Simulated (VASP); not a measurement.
Wanted: the native input for a VASP 6.6.1 run.

```yaml
Task: relaxation of cell and atoms
Functional: PBEsol-based global hybrid with 25 % exact exchange
Potentials_or_basis: VASP PAW PBE potentials, release 64 (Li_sv)
Cutoff: 750 eV
k_mesh: 6 × 6 × 6
Occupations: fermi-dirac, width 0.05 eV
Spin: no spin polarisation
Dipole_correction: no
Grid_for_exact_exchange_PRECFOCK: Normal
Share_of_exact_exchange: 0.25
Further_INCAR_settings: ALGO = Normal; EDIFF = 1e-07; IBRION = 2; EDIFFG = -0.01; NSW = 60; ISIF = 3
```

Crystal: Li.

```
Li
1.0
    -1.75465    1.75465    1.75465
     1.75465   -1.75465    1.75465
     1.75465    1.75465   -1.75465
Li
1
Direct
  0.00000 0.00000 0.00000
```

These files were run (other wordings do the same):

POSCAR

```
Li
1.0
   -1.7546500000      1.7546500000      1.7546500000
    1.7546500000     -1.7546500000      1.7546500000
    1.7546500000      1.7546500000     -1.7546500000
Li
1
Direct
    0.0000000000      0.0000000000      0.0000000000
```

INCAR.step1

```
PREC = Accurate ; ENCUT = 750
EDIFF = 1E-5 ; ISMEAR = -1
SIGMA = 0.05 ; LREAL = F
LASPH = T ; NELM = 120
ALGO = Normal ; LWAVE = T
LCHARG = F ; GGA = PE
NBANDS = 8 ; GGA_COMPAT = F
IBRION = 2 ; ISIF = 3
EDIFFG = -0.005 ; NELMIN = 4
NSW = 100
```

INCAR.step2

```
PREC = Accurate ; ENCUT = 750
EDIFF = 1E-7 ; ISMEAR = -1
SIGMA = 0.05 ; LREAL = F
LASPH = T ; NELM = 120
ALGO = Normal ; ISIF = 3
LWAVE = F ; LCHARG = F
GGA = PS ; LHFCALC = T
AEXX = 0.25 ; PRECFOCK = Normal
IBRION = 2 ; NSW = 60
EDIFFG = -0.01 ; ISTART = 1
GGA_COMPAT = F ; NELMIN = 4
```

KPOINTS

```
regular mesh
0
Gamma
  6 6 6
```

Potentials or basis: VASP PAW PBE potentials, release 64 (Li_sv).

The run is started by

```sh
$ cat potpaw_PBE.64/Li_sv/POTCAR > POTCAR
$ cp INCAR.step1 INCAR
$ mpirun -np 1 vasp_std > vasp.out
$ cp INCAR.step2 INCAR
$ mpirun -np 1 vasp_std > vasp.out
```

It gave:

```json
{
 "Relaxed volume": "20.76 Å³/atom",
 "Relaxed cell": "a = 2.999 Å, b = 2.999 Å, c = 2.999 Å, α = 109.47°, β = 109.47°, γ = 109.47°",
 "Space group after relaxing (to 0.1 Å)": "Im-3m (No. 229)",
 "Energy gained by relaxing": "1.4 meV/atom",
 "Ionic steps": "3",
 "Pressure after relaxing": "0.0 GPa",
 "Band gap on the k mesh": "zero (an odd number of electrons rules out a gap without spin polarisation)"
}
```

Caveat: the k points lie up to 0.43 Å⁻¹ apart in the final cell, too coarse for converged energies and pressures of a metal; the PAW data sets were made with another functional, which shifts forces and pressure a little.

It took 8.8 min on 1 thread of Intel Xeon 8259CL (shared host), peak memory 0.17 GiB.
